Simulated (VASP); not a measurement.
Input of a VASP 6.6.1 run:

The input INCAR:

```
ALGO     = Normal         # electronic algorithm
EDIFF    = 1E-8           # SCF threshold, eV
ENCUT    = 520            # plane-wave cutoff, eV
GGA      = PS             # functional
ISIF     = 2              # what is computed and relaxed
ISMEAR   = -1             # smearing method
LASPH    = True           # aspherical terms in the spheres
LCHARG   = False          # write CHGCAR
LEFG     = True         
LREAL    = False          # projectors in reciprocal space
LWAVE    = False          # write WAVECAR
NBANDS   = 20             # bands
NELM     = 100            # most SCF steps
PREC     = Accurate       # precision mode
SIGMA    = 0.03           # smearing width, eV
```

Contents of KPOINTS:

```
k-points
0
Gamma
  13 13 5
```

POSCAR

```
O
1.0
    2.6112279706      0.0000000000      0.0000000000
   -1.3056139853      2.2613897576      0.0000000000
    0.0000000000      0.0000000000      6.7039543074
O
4
Direct
    0.3333333333      0.6666666667      0.1610000000
    0.6666666667      0.3333333333      0.6610000000
    0.3333333333      0.6666666667      0.3390000000
    0.6666666667      0.3333333333      0.8390000000
```

Potentials or basis: VASP PAW PBE potentials, release 64 (O).

Launch:

```console
$ cat potpaw_PBE.64/O/POTCAR > POTCAR
$ mpirun -np 1 vasp_std > vasp.out
```

What does it give for the pressure?

6.7 GPa.

Predict the largest force.

2.381 eV/Å.

What does it give for the band gap on the k mesh?

Zero (band 12 reaches 2.69 eV, above the bottom of band 13 at 0.89 eV).

Electric field gradients, principal values (V/Å²):
| atom | least | middle | greatest (by size) |
| --- | --- | --- | --- |
| 1 O | -58.883 | -58.890 | 117.773 |
| 2 O | -58.883 | -58.890 | 117.773 |
| 3 O | -58.883 | -58.890 | 117.773 |
| 4 O | -58.883 | -58.890 | 117.773 |

Caveat: the standard files for N, O and F lose accuracy on very short bonds; spin is off for a triplet molecule; without QUAD_EFG the Cq values of the log hold for a quadrupole moment of 1 mb, not for the nuclei; the PAW data sets were made with another functional, which shifts forces and pressure a little.
